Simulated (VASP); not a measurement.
# HfZr3S8 (P-3m1) in VASP: a series of runs

The runs below take HfZr3S8 through single point, with PBE.

Everything below comes from runs of VASP 6.6.1. Logs are shortened: lines on timing, memory, paths and dates and some standing lists are left out, and cuts for length are marked.

## 1. The cell of the first run

It takes space group P-3m1 (No. 164, trigonal). Conventional cell: a = 7.113 Å, b = 7.113 Å, c = 5.917 Å, α = 90.00°, β = 90.00°, γ = 120.00°. Within 3.3 Å of Zr (site symmetry 2/m) lie 6 S at 2.48 Å. Hf (site symmetry -3m) has 6 S at 2.48 Å within 3.3 Å. Within 3.3 Å of S (site symmetry 3m) lie 3 Zr at 2.48 Å. S (site symmetry m) has 2 Zr at 2.48 Å and 1 Hf at 2.48 Å within 3.3 Å.

## 2. Single point, PBE

The input, INCAR:

```
ALGO = Normal
EDIFF = 1E-6
ENCUT = 500
GGA = PE
GGA_COMPAT = F
ISIF = 2
ISMEAR = 0
LASPH = T
LCHARG = F
LREAL = F
LWAVE = F
NBANDS = 59
NELM = 120
PREC = Accurate
SIGMA = 0.1
```

The input, KPOINTS:

```
k-points
0
Gamma
  3 3 4
```

The input, POSCAR:

```
HfZr3S8
1.0
    7.1127905000      0.0000000000      0.0000000000
   -3.5563952500      6.1598572600      0.0000000000
    0.0000000000      0.0000000000      5.9170221600
Zr Hf S
3 1 8
Direct
    0.0000000000      0.5000000000      0.0000000000
    0.5000000000      0.5000000000      0.0000000000
    0.5000000000      0.0000000000      0.0000000000
    0.0000000000      0.0000000000      0.0000000000
    0.3333333300      0.6666666700      0.7639520800
    0.3333333300      0.1666666700      0.7639520800
    0.8333333300      0.6666666700      0.7639520800
    0.8333333300      0.1666666700      0.7639520800
    0.1666666700      0.8333333300      0.2360479200
    0.1666666700      0.3333333300      0.2360479200
    0.6666666700      0.8333333300      0.2360479200
    0.6666666700      0.3333333300      0.2360479200
```

Potentials or basis: VASP PAW PBE potentials, release 64 (Zr_sv, Hf_pv, S).

Started as:

```console
> cat potpaw_PBE.64/Zr_sv/POTCAR potpaw_PBE.64/Hf_pv/POTCAR potpaw_PBE.64/S/POTCAR > POTCAR
> mpirun -np 1 vasp_std > vasp.out
```

OUTCAR:

```text
EDIFF = 1E-6
   ENCUT = 500
   GGA = PE
   ISIF = 2
   ISMEAR = 0
   LASPH = T
   LREAL = F
   NELM = 120
   PREC = Accurate

 ion  position               nearest neighbor table
   1  0.000  0.500  0.000-   8 2.48   9 2.48   5 2.48  12 2.48  10 2.48   7 2.48   3 3.56   4 3.56
                             4 3.56   3 3.56   2 3.56   2 3.56
   2  0.500  0.500  0.000-   6 2.48  11 2.48  10 2.48   7 2.48   5 2.48  12 2.48   3 3.56   4 3.56
                             3 3.56   4 3.56   1 3.56   1 3.56
   3  0.500  0.000  0.000-   5 2.48  12 2.48   9 2.48   8 2.48  11 2.48   6 2.48   1 3.56   2 3.56
                             2 3.56   1 3.56   4 3.56   4 3.56
   4  0.000  0.000  0.000-   7 2.48  10 2.48   6 2.48  11 2.48   8 2.48   9 2.48   1 3.56   2 3.56
                             1 3.56   2 3.56   3 3.56   3 3.56
   5  0.333  0.667  0.764-   3 2.48   1 2.48   2 2.48
   6  0.333  0.167  0.764-   2 2.48   4 2.48   3 2.48
   7  0.833  0.667  0.764-   4 2.48   2 2.48   1 2.48
   8  0.833  0.167  0.764-   1 2.48   3 2.48   4 2.48
   9  0.167  0.833  0.236-   1 2.48   3 2.48   4 2.48
  10  0.167  0.333  0.236-   4 2.48   2 2.48   1 2.48
  11  0.667  0.833  0.236-   2 2.48   4 2.48   3 2.48
  12  0.667  0.333  0.236-   3 2.48   1 2.48   2 2.48

  LATTYP: Found a hexagonal cell.
 ALAT       =     7.1127905000
 C/A-ratio  =     0.8318847800

  Lattice vectors:

 A1 = (   7.1127905000,   0.0000000000,   0.0000000000)
 A2 = (  -3.5563952500,   6.1598572600,   0.0000000000)
 A3 = (   0.0000000000,   0.0000000000,   5.9170221600)

Analysis of symmetry for initial positions (statically):
=====================================================================
 Subroutine PRICEL returns:
 Original cell was already a primitive cell.

 Routine SETGRP: Setting up the symmetry group for a
 hexagonal supercell.

 Subroutine GETGRP returns: Found 12 space group operations
 (whereof 12 operations were pure point group operations)
 out of a pool of 24 trial point group operations.

The static configuration has the point symmetry D_3d.

Analysis of symmetry for dynamics (positions and initial velocities):
=====================================================================
 Subroutine PRICEL returns:
 Original cell was already a primitive cell.

 Routine SETGRP: Setting up the symmetry group for a
 hexagonal supercell.

 Subroutine GETGRP returns: Found 12 space group operations
 (whereof 12 operations were pure point group operations)
 out of a pool of 24 trial point group operations.

The dynamic configuration has the point symmetry D_3d.

 Subroutine INISYM returns: Found 12 space group operations
 (whereof 12 operations are pure point group operations),
 and found     1 'primitive' translations

----------------------------------------------------------------------------------------

                                     Primitive cell

  volume of cell :     259.2471

  direct lattice vectors                    reciprocal lattice vectors
     7.112790500  0.000000000  0.000000000     0.140591797  0.081170712  0.000000000
    -3.556395250  6.159857260  0.000000000     0.000000000  0.162341424  0.000000000
     0.000000000  0.000000000  5.917022160     0.000000000  0.000000000  0.169003930

  length of vectors
     7.112790500  7.112790496  5.917022160     0.162341424  0.162341424  0.169003930

  position of ions in fractional coordinates (direct lattice)
     0.000000000  0.500000000  0.000000000
     0.500000000  0.500000000  0.000000000
     0.500000000  0.000000000  0.000000000
     0.000000000  0.000000000  0.000000000
     0.333333330  0.666666670  0.763952080
     0.333333330  0.166666670  0.763952080
     0.833333330  0.666666670  0.763952080
     0.833333330  0.166666670  0.763952080
     0.166666670  0.833333330  0.236047920
     0.166666670  0.333333330  0.236047920
     0.666666670  0.833333330  0.236047920
     0.666666670  0.333333330  0.236047920

  ion indices of the primitive-cell ions
   primitive index   ion index
                 1           1
                 2           2
                 3           3
                 4           4
                 5           5
                 6           6
                 7           7
                 8           8
                 9           9
                10          10
                11          11
                12          12

----------------------------------------------------------------------------------------

 KPOINTS: k-points

Automatic generation of k-mesh.
 Grid dimensions read from file:
 generate k-points for:    3    3    4

 Generating k-lattice:

  Cartesian coordinates                     Fractional coordinates (reciprocal lattice)
     0.046863932  0.027056904  0.000000000     0.333333333  0.000000000  0.000000000
     0.000000000  0.054113808  0.000000000     0.000000000  0.333333333  0.000000000
     0.000000000  0.000000000  0.042250983     0.000000000  0.000000000  0.250000000

  Length of vectors
     0.054113808  0.054113808  0.042250983

  Shift w.r.t. Gamma in fractional coordinates (k-lattice)
     0.000000000  0.000000000  0.000000000

 Subroutine IBZKPT returns following result:
 ===========================================

 Found     10 irreducible k-points:

 Following reciprocal coordinates:
            Coordinates               Weight
  0.000000  0.000000  0.000000      1.000000
  0.333333 -0.000000  0.000000      6.000000
  0.333333  0.333333  0.000000      2.000000
  0.000000  0.000000  0.250000      2.000000
  0.333333 -0.000000  0.250000      6.000000
  0.000000  0.333333  0.250000      6.000000
  0.333333  0.333333  0.250000      4.000000
  0.000000  0.000000  0.500000      1.000000
  0.333333 -0.000000  0.500000      6.000000
  0.333333  0.333333  0.500000      2.000000
   k-points           NKPTS =     10   k-points in BZ     NKDIM =     10   number of bands    NBANDS=     59
   number of dos      NEDOS =    301   number of ions     NIONS =     12
   total plane-waves  NPLWV = 139968
   dimension x,y,z NGX =    54 NGY =   54 NGZ =   48
   dimension x,y,z NGXF=   108 NGYF=  108 NGZF=   96
   ions per type =               3   1   8
   NGX,Y,Z   is equivalent  to a cutoff of  12.62, 12.62, 13.49 a.u.
   NGXF,Y,Z  is equivalent  to a cutoff of  25.24, 25.24, 26.97 a.u.
 SYSTEM =  unknown system
   PREC   = accura    normal or accurate (medium, high low for compatibility)
   ISTART =      0    job   : 0-new  1-cont  2-samecut
   ICHARG =      2    charge: 1-file 2-atom 10-const
   ISPIN  =      1    spin polarized calculation?
   LNONCOLLINEAR =      F non collinear calculations
   LSORBIT =      F    spin-orbit coupling
   LASPH  =      T    aspherical Exc in radial PAW
   ENCUT  =  500.0 eV  36.75 Ry    6.06 a.u.  12.97 12.97 10.79*2*pi/ulx,y,z
   NELM   =    120;   NELMIN=  2; NELMDL= -5     # of ELM steps
   EDIFF  = 0.1E-05   stopping-criterion for ELM
   LREAL  =      F    real-space projection
   EDIFFG = 0.1E-04   stopping-criterion for IOM
   NSW    =      0    number of steps for IOM
   IBRION =     -1    ionic relax: 0-MD 1-quasi-New 2-CG
   NFREE  =      0    steps in history (QN), initial steepest desc. (CG)
   ISIF   =      2    stress and relaxation
   ISYM   =      2    0-nonsym 1-usesym 2-fastsym
   POTIM  = 0.5000    time-step for ionic-motion
   TEBEG  =    0.0;   TEEND  =   0.0 temperature during run
   PSTRESS=    0.0 pullay stress
   NELECT =      94.0000    total number of electrons
   NUPDOWN=      -1.0000    fix difference up-down
   EMIN   =  10.00;   EMAX   =-10.00  energy-range for DOS
   EFERMI =   0.00;   METHOD = LEGACY
   ISMEAR =     0;   SIGMA  =   0.10  broadening in eV -4-tet -1-fermi 0-gaus
   EFERMI_NEDOS =   21; number of points for ismear=-14 and -15
   IALGO  =     38    algorithm
   IMIX   =      4    mixing-type and parameters
     AMIX     =   0.40;   BMIX     =  1.00
     AMIX_MAG =   1.60;   BMIX_MAG =  1.00
  volume/ion in A,a.u.               =      21.60       145.79
  Fermi-wavevector in a.u.,A,eV,Ry     =   1.167382  2.206031 18.541744  1.362780
  Thomas-Fermi vector in A             =   2.303882
   LORBIT       =      0    0 simple, 1 ext, 2 COOP (PROOUT), +10 PAW based schemes
   GGA     = PE    functional components
   LHFCALC =     F    Hartree Fock is set to
   AEXX    =    0.0000 exact exchange contribution
   IVDW    =     0    specifies the selected vdW correction
   LEPSILON=     F    determine dielectric tensor
   LRPA    =     F    only Hartree local field effects (RPA)
 non-spin polarized calculation
 Gauss-broadening in eV      SIGMA  =   0.10
  energy-cutoff  :      500.00
  volume of cell :      259.25
 maximum number of plane-waves:      6639
 NGX is ok and might be reduce to    54
   NGX = 25   NGY = 25   NGZ = 21

 number of electron      93.9999998 magnetization

 Free energy of the ion-electron system (eV)
  ---------------------------------------------------
  ext. energy  EPLUGINS =         0.00000000
  ---------------------------------------------------
  free energy    TOTEN  =       -86.24479880 eV

  energy without entropy =      -86.24479880  energy(sigma->0) =      -86.24479880

 E-fermi :   5.1658     XC(G=0):  -9.7337

 val. band max:        4.6545583751   @ k =   0.0000   0.0000   0.0000
 cond. band min:       5.6112179662   @ k =   0.0000   0.0000   0.5000
 fundamental gap:      0.9566595912
 Fermi energy:         5.1657791583

 k-point     1 :       0.0000    0.0000    0.0000
  band No.  band energies     occupation
      1     -43.9497      2.00000
      2     -43.9265      2.00000
      3     -43.9265      2.00000
      4     -25.7714      2.00000
      5     -25.7714      2.00000
      6     -25.7573      2.00000
[... 609 lines left out ...]
     58       8.6907      0.00000
     59       8.7665      0.00000

------------------------ aborting loop because EDIFF is reached ----------------------------------------

  FORCE on cell =-STRESS in cart. coord.  units (eV):
  Direction    XX          YY          ZZ          XY          YZ          ZX
  --------------------------------------------------------------------------------------
  -------------------------------------------------------------------------------------
  Total       18.9496555     18.9496554     16.4931257      0.0000000      0.0000000      0.0000000
  in kB      117.1110943    117.1110941    101.9294520      0.0000000      0.0000000      0.0000000
  external PRESSURE =     112.0505468 kB  Pullay stress =       0.0000000 kB

 VOLUME and BASIS-vectors are now :
 -----------------------------------------------------------------------------
  energy-cutoff  :      500.00
  volume of cell :      259.25
      direct lattice vectors                 reciprocal lattice vectors
     7.112790500  0.000000000  0.000000000     0.140591797  0.081170712  0.000000000
    -3.556395250  6.159857260  0.000000000     0.000000000  0.162341424  0.000000000
     0.000000000  0.000000000  5.917022160     0.000000000  0.000000000  0.169003930

 POSITION                                       TOTAL-FORCE (eV/Angst)
 -----------------------------------------------------------------------------------
     -1.77820      3.07993      0.00000         0.000000      0.000000      0.000000
      1.77820      3.07993      0.00000         0.000000      0.000000      0.000000
      3.55640      0.00000      0.00000         0.000000      0.000000      0.000000
      0.00000      0.00000      0.00000         0.000000      0.000000      0.000000
     -0.00000      4.10657      4.52032         0.000000      0.000000     -1.366742
      1.77820      1.02664      4.52032        -0.191393     -0.110501     -1.279152
      3.55640      4.10657      4.52032        -0.000000      0.221002     -1.279152
      5.33459      1.02664      4.52032         0.191393     -0.110501     -1.279152
     -1.77820      5.13321      1.39670        -0.191393      0.110501      1.279152
      0.00000      2.05329      1.39670         0.000000     -0.221002      1.279152
      1.77820      5.13321      1.39670         0.191393      0.110501      1.279152
      3.55640      2.05329      1.39670        -0.000000      0.000000      1.366742
 -----------------------------------------------------------------------------------
    total drift:                                0.000000     -0.000000      0.000000

  FREE ENERGIE OF THE ION-ELECTRON SYSTEM (eV)
  ---------------------------------------------------
  free  energy   TOTEN  =       -86.2447988000 eV

  energy  without entropy=      -86.2447988000  energy(sigma->0) =      -86.24479880
```

Wall time 8.1 min (1 thread of Intel Xeon 8259CL, shared host); peak memory 0.44 GiB.

What came out:

- Free energy: -86.2448 eV
- Pressure: 11.2 GPa
- Largest force: 1.367 eV/Å
- Band gap on the k mesh: 0.96 eV (least direct gap 1.06 eV)

Forces in eV/Å, atoms in the order of the input:
```
Zr   0.000  0.000  0.000
Zr   0.000  0.000  0.000
Zr   0.000  0.000  0.000
Hf   0.000  0.000  0.000
S    0.000  0.000 -1.367
S   -0.191 -0.111 -1.279
S    0.000  0.221 -1.279
S    0.191 -0.111 -1.279
S   -0.191  0.111  1.279
S    0.000 -0.221  1.279
S    0.191  0.111  1.279
S    0.000  0.000  1.367
```

Caveat: the cell stands under pressure; spin-orbit coupling is left out, which moves the levels of the heavy elements; this functional lacks dispersion, which binds layers or chains, so the pressure and a relaxed spacing across them are unreliable; forces of over 1 eV/Å act on the atoms, so gaps and moduli don't describe the material at rest. A k mesh can miss the band edges.

(Continued in part 2 of 2.)
